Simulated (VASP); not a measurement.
# FeSi2 (P4/mmm) in VASP: further runs, part 2 of 2

VASP 6.6.1. Earlier steps stand in the parts before.

## Step 3: Relaxation of cell and atoms, PBEsol, target pressure 90 GPa, at which the enthalpy is minimised

This run uses another cell than the first one, of 9.45 Å³/atom, 0.923 times its volume.

File INCAR:

```
SYSTEM = FeSi2
PREC = Accurate ; ENCUT = 600
EDIFF = 1E-6 ; ISMEAR = 0
SIGMA = 0.1 ; LREAL = .FALSE.
LASPH = .TRUE. ; NELM = 100
ALGO = Normal ; ISIF = 3
LWAVE = .FALSE. ; LCHARG = .FALSE.
GGA = PS ; IBRION = 2
NSW = 70 ; EDIFFG = -0.008
PSTRESS = 900.0
```

File KPOINTS:

```
Automatic mesh
0
G
  18 18 10
  0 0 0
```

File POSCAR:

```
FeSi2
1.0
    2.4384414471      0.0000000000      0.0000000000
    0.0000000000      2.4384414471      0.0000000000
    0.0000000000      0.0000000000      4.7665809532
Fe Si
1 2
Direct
    0.0000000000      0.0000000000      0.0000000000
    0.5000000000      0.5000000000      0.2768615426
    0.5000000000      0.5000000000      0.7231384574
```

Potentials or basis: VASP PAW PBE potentials, release 64 (Fe, Si).

The run is started by

```
cat potpaw_PBE.64/Fe/POTCAR potpaw_PBE.64/Si/POTCAR > POTCAR
mpirun -np 1 vasp_std > vasp.out
```

OUTCAR:

```text
SYSTEM = FeSi2
   PREC = Accurate
   ENCUT = 600
   EDIFF = 1E-6
   ISMEAR = 0
   LREAL = .FALSE.
   LASPH = .TRUE.
   NELM = 100
   ISIF = 3
   GGA = PS
   IBRION = 2
   NSW = 70
   EDIFFG = -0.008
   PSTRESS = 900.0

 ion  position               nearest neighbor table
   1  0.000  0.000  0.000-   2 2.17   3 2.17   2 2.17   3 2.17   2 2.17   3 2.17   2 2.17   3 2.17

   2  0.500  0.500  0.277-   3 2.13   1 2.17   1 2.17   1 2.17   1 2.17   3 2.64
   3  0.500  0.500  0.723-   2 2.13   1 2.17   1 2.17   1 2.17   1 2.17   2 2.64

  LATTYP: Found a simple tetragonal cell.
 ALAT       =     2.4384414471
 C/A-ratio  =     1.9547653928

  Lattice vectors:

 A1 = (   2.4384414471,   0.0000000000,   0.0000000000)
 A2 = (   0.0000000000,   2.4384414471,   0.0000000000)
 A3 = (   0.0000000000,   0.0000000000,   4.7665809532)

Analysis of symmetry for initial positions (statically):
=====================================================================
 Subroutine PRICEL returns:
 Original cell was already a primitive cell.

 Routine SETGRP: Setting up the symmetry group for a
 simple tetragonal supercell.

 Subroutine GETGRP returns: Found 16 space group operations
 (whereof 16 operations were pure point group operations)
 out of a pool of 16 trial point group operations.

The static configuration has the point symmetry D_4h.

Analysis of symmetry for dynamics (positions and initial velocities):
=====================================================================
 Subroutine PRICEL returns:
 Original cell was already a primitive cell.

 Routine SETGRP: Setting up the symmetry group for a
 simple tetragonal supercell.

 Subroutine GETGRP returns: Found 16 space group operations
 (whereof 16 operations were pure point group operations)
 out of a pool of 16 trial point group operations.

The dynamic configuration has the point symmetry D_4h.

 Subroutine INISYM returns: Found 16 space group operations
[... 129 lines left out ...]
   LRPA    =     F    only Hartree local field effects (RPA)
 conjugate gradient relaxation of ions
 non-spin polarized calculation
 Gauss-broadening in eV      SIGMA  =   0.10
  energy-cutoff  :      600.00
  volume of cell :       28.34
 maximum number of plane-waves:       968
 NGX is ok and might be reduce to    20
   NGX =  9   NGY =  9   NGZ = 19

--------------------------------------- Ionic step        1  -------------------------------------------

 number of electron      15.9999996 magnetization

 Free energy of the ion-electron system (eV)
  ---------------------------------------------------
  ext. energy  EPLUGINS =         0.00000000
  ---------------------------------------------------
  free energy    TOTEN  =       -20.12285521 eV

  energy without entropy =      -20.11862167  energy(sigma->0) =      -20.12073844

------------------------ aborting loop because EDIFF is reached ----------------------------------------

  FORCE on cell =-STRESS in cart. coord.  units (eV):
  Direction    XX          YY          ZZ          XY          YZ          ZX
  --------------------------------------------------------------------------------------
  -------------------------------------------------------------------------------------
  Total       15.5243801     15.5243801     16.3498572      0.0000000      0.0000000     -0.0000000
  in kB      877.5931269    877.5931269    924.2573410      0.0000000      0.0000000     -0.0000000
  external PRESSURE =      -6.8521351 kB  Pullay stress =     900.0000000 kB
[... 221 lines left out ...]
--------------------------------------- Ionic step        7  -------------------------------------------

 number of electron      15.9999993 magnetization

 Free energy of the ion-electron system (eV)
  ---------------------------------------------------
  ext. energy  EPLUGINS =         0.00000000
  ---------------------------------------------------
  free energy    TOTEN  =       -20.07277481 eV

  energy without entropy =      -20.06851815  energy(sigma->0) =      -20.07064648

 E-fermi :  13.6454     XC(G=0): -13.3733

 val. band max:       13.6433381056   @ k =   0.4444   0.0556   0.0000
 cond. band min:      13.6469461885   @ k =   0.5000   0.0000   0.0000
 fundamental gap:      0.0036080829
 Fermi energy:        13.6453794391

 k-point     1 :       0.0000    0.0000    0.0000
  band No.  band energies     occupation
      1      -2.5029      2.00000
      2       3.1982      2.00000
      3       3.9178      2.00000
      4       8.8556      2.00000
      5      11.0531      2.00000
      6      11.9472      2.00000
      7      11.9472      2.00000
      8      13.3738      1.99988
      9      20.4080      0.00000
     10      20.4080      0.00000
     11      20.8196      0.00000
     12      21.2069      0.00000
[... 331 lines left out ...]
 k-point    24 :       0.3333    0.1111    0.0000
  band No.  band energies     occupation
      1       0.5165      2.00000
      2       4.8988      2.00000
      3       6.6529      2.00000
      4       7.4798      2.00000
      5       9.6048      2.00000
      6      10.6698      2.00000
      7      11.5528      2.00000
      8      12.4572      2.00000
      9      13.6691      0.73680
     10      17.6918      0.00000
     11      18.6280      0.00000
     12      19.6498      0.00000

 [... further k-points ...]
[... 5 lines left out ...]
  --------------------------------------------------------------------------------------
  -------------------------------------------------------------------------------------
  Total       15.8628148     15.8628148     15.8637706      0.0000000      0.0000000      0.0000000
  in kB      900.1183825    900.1183825    900.1726231      0.0000000      0.0000000      0.0000000
  external PRESSURE =       0.1364627 kB  Pullay stress =     900.0000000 kB
[... 22 lines left out ...]
  energy  without entropy=      -20.0685181483  energy(sigma->0) =      -20.07064648

  enthalpy is  TOTEN    =        -4.2120463075 eV   P V=       15.8607284995

 reached required accuracy - stopping structural energy minimisation
```

It took 2.8 min on 1 thread of Intel Xeon 6975P-C (Granite Rapids), shared host; peak memory 0.28 GiB.

Results:

- Free energy: -20.0728 eV
- Relaxed volume: 9.41 Å³/atom
- Relaxed cell: a = 2.425 Å, b = 2.425 Å, c = 4.801 Å, α = 90.00°, β = 90.00°, γ = 90.00°
- Space group after relaxing (to 0.05 Å): P4/mmm (No. 123)
- Energy change on relaxing (the enthalpy is what falls): +16.7 meV/atom
- Ionic steps: 7
- Pressure after relaxing: 90.0 GPa
- Band gap on the k mesh: zero (band 8 reaches 14.53 eV, above the bottom of band 9 at 13.47 eV)

Forces in eV/Å, atoms in the order of the input:
```
Fe   0.000  0.000  0.000
Si   0.000  0.000 -0.002
Si   0.000  0.000  0.002
```

Step by step:
```csv
step,energy change (eV),largest force (eV/Å),pressure (GPa),volume (Å³)
1,0.0000,0.5242,89.31,28.34
2,0.0956,0.8760,90.43,28.18
3,0.0363,0.1429,89.73,28.26
4,0.0915,0.1666,91.09,28.17
5,0.0586,0.0020,90.28,28.22
6,0.0293,0.0024,89.31,28.27
7,0.0501,0.0020,90.01,28.24
```

Final structure:
```cif
data_structure
_symmetry_space_group_name_H-M 'P 1'
_symmetry_Int_Tables_number 1
_cell_length_a 2.4251
_cell_length_b 2.4251
_cell_length_c 4.8010
_cell_angle_alpha 90.000
_cell_angle_beta 90.000
_cell_angle_gamma 90.000
_cell_volume 28.24
loop_
_atom_site_label
_atom_site_type_symbol
_atom_site_fract_x
_atom_site_fract_y
_atom_site_fract_z
_atom_site_occupancy
Fe1 Fe 0.00000 0.00000 0.00000 1
Si1 Si 0.50000 0.50000 0.27935 1
Si2 Si 0.50000 0.50000 0.72065 1
```

Levels at points of the mesh, in eV from the Fermi level:
```tsv
k point	band 4	band 5	band 6	band 7	band 8	band 9	band 10	band 11	band 12
(0.00, 0.00, 0.00)	-4.79	-2.59	-1.70	-1.70	-0.27	6.76	6.76	7.17	7.56
(0.50, 0.00, 0.00)	-4.95	-4.70	-4.40	-2.29	-1.18	0.00	2.69	3.01	8.37
(0.50, 0.50, 0.00)	-4.98	-4.98	-3.32	-2.87	0.88	3.00	3.00	3.10	3.29
(0.00, 0.00, 0.50)	-4.76	-3.22	-1.74	-1.74	-0.27	3.38	6.37	8.40	8.40
(0.50, 0.00, 0.50)	-8.02	-4.23	-3.42	-2.28	-1.20	1.47	3.06	4.48	6.67
(0.50, 0.50, 0.50)	-3.67	-3.26	-3.26	-2.57	-0.11	-0.11	0.17	0.88	5.32
```

Caveat: the cell is relaxed towards a set pressure, so the enthalpy falls and the energy may rise; the PAW data sets were made with another functional, which shifts forces and pressure a little. Spin polarisation is off, so any magnetic state and its effect on volume and gap are missing.
